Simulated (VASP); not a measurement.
A run of VASP 6.6.1 is set up as follows.

Contents of INCAR:

```
ALGO     = Normal         # electronic algorithm
EDIFF    = 1E-7           # SCF threshold, eV
ENCUT    = 520            # plane-wave cutoff, eV
GGA      = PE             # functional
ISIF     = 2              # what is computed and relaxed
ISMEAR   = 0              # smearing method
LASPH    = T              # aspherical terms in the spheres
LCHARG   = F              # write CHGCAR
LREAL    = F              # projectors in reciprocal space
LWAVE    = F              # write WAVECAR
NBANDS   = 54             # bands
NELM     = 60             # most SCF steps
PREC     = Accurate       # precision mode
SIGMA    = 0.1            # smearing width, eV
```

Contents of KPOINTS:

```
k-points
0
Gamma
  4 4 4
```

Contents of POSCAR:

```
Ge2P3
1.0
    3.2089688796     -4.3526771750      0.0000000000
    3.2089688796      4.3526771750      0.0000000000
    0.0000000000      0.0000000000      6.5619440244
Ge P
4 6
Direct
    0.4268000000      0.5732000000      0.8371000000
    0.5732000000      0.4268000000      0.3371000000
    0.8943000000      0.1057000000      0.1145000000
    0.1057000000      0.8943000000      0.6145000000
    0.3873000000      0.0663000000      0.0000000000
    0.6127000000      0.9337000000      0.5000000000
    0.9337000000      0.6127000000      0.0000000000
    0.0663000000      0.3873000000      0.5000000000
    0.2059000000      0.7941000000      0.1577000000
    0.7941000000      0.2059000000      0.6577000000
```

Potentials or basis: VASP PAW PBE potentials, release 64 (Ge_d, P).

The run is started by

```bash
$ cat potpaw_PBE.64/Ge_d/POTCAR potpaw_PBE.64/P/POTCAR > POTCAR
$ mpirun -np 1 vasp_std > vasp.out
```

What does it give for the pressure?

17.8 GPa.

What does it give for the largest force?

10.431 eV/Å.

Estimate the band gap on the k mesh.

zero (bands 43 and 44 overlap by 0.88 eV).

Forces in eV/Å, atoms in the order of the input:
```
Ge   0.000  0.038 -0.538
Ge   0.000 -0.038 -0.538
Ge   0.000  0.984 -0.182
Ge   0.000 -0.984 -0.182
P    7.362  1.708 -4.525
P   -7.362 -1.708 -4.525
P   -7.362  1.708 -4.525
P    7.362 -1.708 -4.525
P    0.000 -3.658  9.769
P    0.000  3.658  9.769
```

Caveat: the stress differs along the axes, from 1 to 38 GPa; forces of over 1 eV/Å act on the atoms, so gaps and moduli don't describe the material at rest.
